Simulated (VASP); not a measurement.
A run of VASP 6.6.1:

The input INCAR:

```
PREC     = Accurate       # precision mode
ENCUT    = 520            # plane-wave cutoff, eV
EDIFF    = 1E-6           # SCF threshold, eV
ISMEAR   = 1              # smearing method
SIGMA    = 0.005          # smearing width, eV
LREAL    = False          # projectors in reciprocal space
LASPH    = True           # aspherical terms in the spheres
NELM     = 80             # most SCF steps
ALGO     = Normal         # electronic algorithm
ISIF     = 2              # what is computed and relaxed
LWAVE    = False          # write WAVECAR
LCHARG   = False          # write CHGCAR
GGA      = PE             # functional
NBANDS   = 65             # bands
```

The input KPOINTS:

```
Automatic mesh
0
Gamma
  3 3 3
```

File POSCAR:

```
Rb2Tl6Sn
1.0
    0.0000000000      5.2254420000      5.2254420000
    5.2254420000      0.0000000000      5.2254420000
    5.2254420000      5.2254420000      0.0000000000
Tl Sn Rb
6 1 2
Direct
    0.7453500000      0.2546500000      0.2546500000
    0.2546500000      0.7453500000      0.2546500000
    0.2546500000      0.7453500000      0.7453500000
    0.7453500000      0.2546500000      0.7453500000
    0.2546500000      0.2546500000      0.7453500000
    0.7453500000      0.7453500000      0.2546500000
    0.5000000000      0.5000000000      0.5000000000
    0.2500000000      0.2500000000      0.2500000000
    0.7500000000      0.7500000000      0.7500000000
```

Potentials or basis: VASP PAW PBE potentials, release 64 (Tl_d, Sn_d, Rb_sv).

The run is started by

```bash
$ cat potpaw_PBE.64/Tl_d/POTCAR potpaw_PBE.64/Sn_d/POTCAR potpaw_PBE.64/Rb_sv/POTCAR > POTCAR
$ mpirun -np 1 vasp_std > vasp.out
```

Hardware: 1 thread of AMD EPYC 7R13 Processor (Zen 3), with other jobs on the host.

Estimate the wall time of this run.

Run time: 84 s on 1 thread of AMD EPYC 7R13 Processor (Zen 3) (shared host), peak memory 0.43 GiB. Counts: scf iterations 14, k points 4.
